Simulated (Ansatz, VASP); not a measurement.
# Two plane-wave programs on Ga2O3

The input INCAR:

```
PREC = Accurate
ENCUT = 520
EDIFF = 1E-6
ISMEAR = -1
SIGMA = 0.02
LREAL = False
LASPH = True
NELM = 100
ALGO = Normal
ISIF = 2
LWAVE = False
LCHARG = False
GGA = PE
NBANDS = 55
```

Contents of KPOINTS:

```
Automatic mesh
0
Gamma
  6 6 6
```

POSCAR

```
Ga2O3
1.0
    2.4922622641      1.4389082890      4.4806364994
   -2.4922622641      1.4389082890      4.4806364994
    0.0000000000     -2.8778165781      4.4806364994
Ga O
4 6
Direct
    0.3554263352      0.3554263352      0.3554263352
    0.1445736648      0.1445736648      0.1445736648
    0.6445736648      0.6445736648      0.6445736648
    0.8554263352      0.8554263352      0.8554263352
    0.5536335029      0.9463664971      0.2500000000
    0.2500000000      0.5536335029      0.9463664971
    0.9463664971      0.2500000000      0.5536335029
    0.4463664971      0.0536335029      0.7500000000
    0.7500000000      0.4463664971      0.0536335029
    0.0536335029      0.7500000000      0.4463664971
```

Input for Ansatz:

```yaml
crystal:
  lattice:
    - [2.4922622641, 1.438908289, 4.4806364994]
    - [-2.4922622641, 1.438908289, 4.4806364994]
    - [0.0, -2.8778165781, 4.4806364994]
  atoms:
    - { symbol: Ga, position: [0.3554263352, 0.3554263352, 0.3554263352] }
    - { symbol: Ga, position: [0.1445736648, 0.1445736648, 0.1445736648] }
    - { symbol: Ga, position: [0.6445736648, 0.6445736648, 0.6445736648] }
    - { symbol: Ga, position: [0.8554263352, 0.8554263352, 0.8554263352] }
    - { symbol: O, position: [0.5536335029, 0.9463664971, 0.25] }
    - { symbol: O, position: [0.25, 0.5536335029, 0.9463664971] }
    - { symbol: O, position: [0.9463664971, 0.25, 0.5536335029] }
    - { symbol: O, position: [0.4463664971, 0.0536335029, 0.75] }
    - { symbol: O, position: [0.75, 0.4463664971, 0.0536335029] }
    - { symbol: O, position: [0.0536335029, 0.75, 0.4463664971] }
kpoints:
  mp_grid: { grid: [6, 6, 6] }
  band_path:
    path:
      - [[0.0, 0.0, 0.0], [0.5, 0.5, 0.5], [0.7645797171917, 0.2354202828083, 0.5]]
      - [[0.5, -0.2354202828083, 0.2354202828083], [0.5, 6.604642823795e-17, -7.531155760488e-17], [0.0, 0.0, 0.0], [0.3677101414042, -0.3677101414042, 8.767294783751e-19]]
      - [[0.6322898585958, 6.141386355448e-17, 0.3677101414042], [0.5, -9.265129366929e-18, 0.5], [0.0, 0.0, 0.0]]
    npoints: 10
hamiltonian:
  xc: pbe
scf:
  occupations: { method: fermi_dirac, width: 0.02 }
  n_extra_bands: 6
output:
  forces: true
  stress: true
  eigenvalues: true
```

Alike in both runs: task single point; functional PBE; k mesh 6 × 6 × 6; occupations fermi-dirac, width 0.02 eV; no spin polarisation.

|  | VASP | Ansatz |
| --- | --- | --- |
| version | VASP 6.6.1 | Ansatz 0.2.0 |
| potentials or method | VASP PAW PBE potentials, release 64 (Ga_d, O) | plane waves, PAW |
| plane-wave cutoff (eV) | 520 | 420 |
| valence electrons in the cell | 88 | 88 |

```tsv
	VASP	Ansatz	Ansatz less VASP
gap on the k mesh at the Fermi level (eV)	2.85	2.85	+0.007
pressure (GPa)	10.5	9.4	-1.06
traceless stress, the component that is largest in VASP (GPa)	-0.85	-0.78	+0.077
rms of the force components (eV/Å)	0.027	0.021	-0.0055
```

Atom by atom the forces differ by 0.007 eV/Å (rms over components). With one functional, cell and mesh, what is left measures potentials, basis and numerics.
